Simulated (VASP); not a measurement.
Runs of VASP 6.6.1 on Li2CaO2. The structure is that of space group P-4m2 (No. 115), or close to it. The cells are those of the table. 

```tsv
task	cell	k mesh	gap on the mesh (eV)	pressure (GPa)	relaxed volume (Å³/atom)	largest force (eV/Å)
single point	a = 4.273, b = 4.273, c = 6.043 Å, 5 atoms	4 × 4 × 4	1.71	(b)	-	2.31
relaxation of cell and atoms	relaxed from a = 4.273, b = 4.273, c = 6.043 Å, 5 atoms	4 × 4 × 4	3.41	-0.3	14.92	0.03
single point	a = 3.724, b = 3.724, c = 5.324 Å, 5 atoms	6 × 6 × 4	3.46	0.3	-	0.06
relaxation of cell and atoms	relaxed from a = 3.724, b = 3.724, c = 5.324 Å, 5 atoms	6 × 6 × 4	(a)	-0.1	14.82	0.01
single point	a = 3.724, b = 3.724, c = 5.324 Å, 5 atoms	4 × 4 × 4	3.46	0.3	-	0.06
```

Alike in all rows: level PBE; potentials or basis VASP PAW PBE potentials, release 64 (Li_sv, Ca_sv, O); no spin polarisation; cutoff (eV) 750; smearing gaussian 0.1 eV.

Question: Fill in the values left out.

Answer: (a) 3.45; (b) -11.8.

Caveats: some runs use coarse meshes; forces of over 1 eV/Å act on the atoms, so gaps and moduli don't describe the material at rest (some runs); the volume moved by over 15 % at a fixed basis, so the end points are rough (some runs).

A k mesh can miss the band edges.
